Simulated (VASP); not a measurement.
A run of VASP 6.6.1 is set up as follows.

Contents of INCAR:

```
PREC = Accurate ; ENCUT = 520
EDIFF = 1E-6 ; ISMEAR = -1
SIGMA = 0.3 ; LREAL = Auto
LASPH = T ; NELM = 80
ALGO = Normal ; ISIF = 2
LWAVE = F ; LCHARG = F
GGA = PE ; NBANDS = 86
```

Contents of KPOINTS:

```
regular mesh
0
Gamma
  3 3 3
```

POSCAR

```
WC
1.0
   -2.9993780000     -5.1950750000      0.0000000000
    4.4990670000     -2.5975380000      0.0000000000
    0.0000000000      0.0000000000      5.8881830000
W C
8 8
Direct
    0.7831871686      0.4894957918      0.0118882175
    0.7775868395      0.5036992913      0.5001882584
    0.5345776249     -0.0069569163     -0.0076254423
    0.5333985679     -0.0148777669      0.4977936318
    0.2864529395      0.4888303830      0.0035155157
    0.2810882255      0.5025241544      0.5007996525
    0.0256279690     -0.0007850591     -0.0018171990
    0.0358320604     -0.0082964104      0.4870093202
    0.5271530957      0.6888831391      0.2391399860
    0.5262126080      0.6518041451      0.7528808123
    0.2829113644      0.1568232085      0.2440820878
    0.2868698967      0.1651522987      0.7411284602
    0.0338541765      0.6627910792      0.2331619109
    0.0357495366      0.6651215405      0.7703564920
    0.7765444741      0.1353948300      0.2527435034
    0.7744141784      0.1591354051      0.7418417532
```

Potentials or basis: VASP PAW PBE potentials, release 64 (W_sv, C).

Launch:

```bash
$ cat potpaw_PBE.64/W_sv/POTCAR potpaw_PBE.64/C/POTCAR > POTCAR
$ mpirun -np 1 vasp_std > vasp.out
```

Q: What does it give for the band gap on the k mesh?

A: Zero (filled and empty bands overlap).

Q: Estimate the pressure.

A: -24.6 GPa.

Q: Predict the largest force.

A: 2.580 eV/Å.

Stress tensor (GPa, compression positive):
```
-21.29  -0.37   0.34
 -0.37 -21.17  -0.25
  0.34  -0.25 -31.40
```

Caveat: the k points lie up to 0.40 Å⁻¹ apart; the atoms stand as in a frame of molecular dynamics; so wide a smearing shifts energies and pressures; spin-orbit coupling is left out, which moves the levels of the heavy elements; forces of over 1 eV/Å act on the atoms, so gaps and moduli don't describe the material at rest.
